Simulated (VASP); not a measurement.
# Ag7Br8 (a cell with a defect) in VASP: further runs, part 2 of 2

VASP 6.6.1. Earlier steps stand in the parts before.

**3. Single point, PBE**

INCAR

```
SYSTEM = Ag7Br8
PREC = Accurate
ENCUT = 520
EDIFF = 1E-6
ISMEAR = -1
SIGMA = 0.05
LREAL = Auto
LASPH = .TRUE.
NELM = 100
ALGO = Normal
ISIF = 2
LWAVE = .FALSE.
LCHARG = .FALSE.
GGA = PE
NELECT = 134.0
NBANDS = 80
```

KPOINTS

```
Automatic mesh
0
G
  1 1 1
  0 0 0
```

POSCAR

```
Ag7Br8
1.0
    0.0000000000      5.9000260000      5.9000260000
    5.9000260000      0.0000000000      5.9000260000
    5.9000260000      5.9000260000      0.0000000000
Ag Br
7 8
Direct
   -0.0879657140      0.0034576119      0.0038982879
    0.1085249455     -0.0314574885      0.5153028139
   -0.1508044202      0.5207349934      0.1245164004
   -0.0470252165      0.6504462862      0.2786343653
    0.4463115925      0.0798047331      0.6163108434
    0.4513369941      0.6899461121     -0.1717450059
    0.5189638147      0.4009473857      0.5177434811
    0.2199736069      0.2661259459      0.3867694820
    0.1899737391      0.1676518036      0.9238010138
    0.3263290704      0.7120900823      0.1483468039
    0.1983974308      0.6254633454      0.7536831194
    0.8198184211      0.1863974837      0.3702610802
    0.7772508121      0.3564052091      0.7115900845
    0.6560564309      0.8802249346      0.1200418439
    0.7783440276      0.7733101515      0.5862262302
```

Potentials or basis: VASP PAW PBE potentials, release 64 (Ag, Br).

Launch:

```sh
> cat potpaw_PBE.64/Ag/POTCAR potpaw_PBE.64/Br/POTCAR > POTCAR
> mpirun -np 1 vasp_gam > vasp.out
```

OUTCAR:

```text
SYSTEM = Ag7Br8
   PREC = Accurate
   ENCUT = 520
   EDIFF = 1E-6
   ISMEAR = -1
   LREAL = Auto
   LASPH = .TRUE.
   NELM = 100
   ISIF = 2
   GGA = PE
   NELECT = 134.0

 ion  position               nearest neighbor table
   1  0.912  0.003  0.004-  14 2.38   4 2.66  13 2.85   9 2.90
   2  0.109  0.969  0.515-  11 2.52   8 2.61  12 2.63
   3  0.849  0.521  0.125-  12 2.55  14 2.59   4 2.65  11 3.11   7 3.13
   4  0.953  0.650  0.279-   3 2.65   1 2.66  15 2.68  14 2.75   8 2.83  10 2.97
   5  0.446  0.080  0.616-   9 2.55  15 2.67   7 2.67   8 2.71   6 2.81  12 3.04
   6  0.451  0.690  0.828-  10 2.40  15 2.64   5 2.81  11 2.81  13 2.93
   7  0.519  0.401  0.518-  12 2.37   5 2.67  11 2.82  13 3.08   3 3.13
   8  0.220  0.266  0.387-   2 2.61   5 2.71   4 2.83
   9  0.190  0.168  0.924-   5 2.55   1 2.90
  10  0.326  0.712  0.148-   6 2.40   4 2.97
  11  0.198  0.625  0.754-   2 2.52   6 2.81   7 2.82   3 3.11
[... 281 lines left out ...]

  FORCE on cell =-STRESS in cart. coord.  units (eV):
  Direction    XX          YY          ZZ          XY          YZ          ZX
  --------------------------------------------------------------------------------------
  -------------------------------------------------------------------------------------
  Total       22.1486087     17.1360165     26.8962570      0.3033567     -2.6166843      3.2745724
  in kB       86.3903556     66.8388059    104.9084949      1.1832389    -10.2063426     12.7724264
  external PRESSURE =      86.0458854 kB  Pullay stress =       0.0000000 kB

 VOLUME and BASIS-vectors are now :
 -----------------------------------------------------------------------------
  energy-cutoff  :      520.00
  volume of cell :      410.76
      direct lattice vectors                 reciprocal lattice vectors
     0.000000000  5.900026000  5.900026000    -0.084745389  0.084745389  0.084745389
     5.900026000  0.000000000  5.900026000     0.084745389 -0.084745389  0.084745389
     5.900026000  5.900026000  0.000000000     0.084745389  0.084745389 -0.084745389

 POSITION                                       TOTAL-FORCE (eV/Angst)
 -----------------------------------------------------------------------------------
      0.04340      5.40403      5.40143         0.126410      0.077769      2.409261
      8.75473      3.68060      6.35473         0.234693      0.333460      0.100559
      3.80700      5.74493      8.08263        -0.422142     -0.434708     -0.207747
      5.48160      7.26653      9.46023        -0.012072      1.384981      0.014382
      4.10710      6.26950      3.10410        -0.522206      0.057031     -0.489223
      8.95743      7.54963      6.73360        -1.303588     -0.374284     -0.259922
      5.42030      6.11660      5.42750         2.221457     -0.667861      0.248369
      3.85210      3.57980      2.86800        -0.497499      0.030119      0.540230
      6.43960      6.57130      2.11000         0.327932     -0.833384     -0.395106
      5.07660      2.80060      6.12670         0.589831      1.448915     -1.180315
      8.13700      5.61730      4.86080        -0.440980      0.095028      0.193799
      3.28430      7.02150      5.93670        -1.493144     -0.105076      0.533563
      6.30120      8.78420      6.68860         0.343414      0.016238     -1.050288
      5.90160      4.57900      9.06410         0.219189     -0.809886     -1.013619
      8.02130      8.05100      9.15480         0.628705     -0.218341      0.556058
 -----------------------------------------------------------------------------------
    total drift:                                0.007633      0.011475      0.001191

  FREE ENERGIE OF THE ION-ELECTRON SYSTEM (eV)
  ---------------------------------------------------
  free  energy   TOTEN  =       -30.1899179941 eV

  energy  without entropy=      -30.1892450769  energy(sigma->0) =      -30.18958154
```

OSZICAR:

```text
N       E                     dE             d eps       ncg     rms          rms(c)
DAV:   1     0.118975598488E+04    0.11898E+04   -0.69660E+04   160   0.158E+03
DAV:   2     0.783643807024E+02   -0.11114E+04   -0.10759E+04   192   0.350E+02
DAV:   3    -0.298207849914E+02   -0.10819E+03   -0.10640E+03   184   0.978E+01
DAV:   4    -0.327629993297E+02   -0.29422E+01   -0.29316E+01   176   0.176E+01
DAV:   5    -0.328014305208E+02   -0.38431E-01   -0.38422E-01   184   0.208E+00    0.179E+01
DAV:   6    -0.302070035048E+02    0.25944E+01   -0.52696E+00   192   0.180E+01    0.133E+01
DAV:   7    -0.302352380461E+02   -0.28235E-01   -0.44840E+00   176   0.686E+00    0.586E+00
DAV:   8    -0.301926200982E+02    0.42618E-01   -0.49798E-01   168   0.442E+00    0.167E+00
DAV:   9    -0.301884940811E+02    0.41260E-02   -0.84692E-02   168   0.184E+00    0.493E-01
DAV:  10    -0.301893619341E+02   -0.86785E-03   -0.58506E-03   184   0.304E-01    0.158E-01
DAV:  11    -0.301897966363E+02   -0.43470E-03   -0.14443E-03   160   0.267E-01    0.864E-02
DAV:  12    -0.301898919327E+02   -0.95296E-04   -0.38370E-04   168   0.145E-01    0.262E-02
DAV:  13    -0.301899153597E+02   -0.23427E-04   -0.72739E-05   176   0.331E-02    0.114E-02
DAV:  14    -0.301899172395E+02   -0.18798E-05   -0.10898E-05   176   0.151E-02    0.470E-03
DAV:  15    -0.301899179941E+02   -0.75461E-06   -0.18568E-06   112   0.752E-03
   1 F= -.30189918E+02 E0= -.30189582E+02  d E =-.672917E-03
```

stdout:

```text
POSCAR found type information on POSCAR AgBr
 POSCAR found :  2 types and      15 ions
 scaLAPACK will be used
 LDA part: xc-table for (Slater+PW92), standard interpolation
 POSCAR, INCAR and KPOINTS ok, starting setup
 FFT: planning ... GRIDC
 FFT: planning ... GRID_SOFT
 FFT: planning ... GRID
 WAVECAR not read
 entering main loop
 the old and the new charge density differ
 old charge density:   133.00000 new  134.00000
    0.179E+01
```

It took 48 s on 1 thread of Intel Xeon Platinum 8488C (Sapphire Rapids), shared host; peak memory 0.54 GiB.

What came out:

| Quantity | Value |
| --- | --- |
| Free energy | -30.1899 eV |
| Largest force | 2.414 eV/Å |

Forces in eV/Å, atoms in the order of the input:
```
Ag   0.126  0.078  2.409
Ag   0.235  0.333  0.101
Ag  -0.422 -0.435 -0.208
Ag  -0.012  1.385  0.014
Ag  -0.522  0.057 -0.489
Ag  -1.304 -0.374 -0.260
Ag   2.221 -0.668  0.248
Br  -0.497  0.030  0.540
Br   0.328 -0.833 -0.395
Br   0.590  1.449 -1.180
Br  -0.441  0.095  0.194
Br  -1.493 -0.105  0.534
Br   0.343  0.016 -1.050
Br   0.219 -0.810 -1.014
Br   0.629 -0.218  0.556
```

Caveat: the k points lie up to 0.92 Å⁻¹ apart; the cell carries a net charge on a neutralising background, which shifts energy and pressure; the cell is charged against a uniform background, so pressure and absolute levels hang on convention.
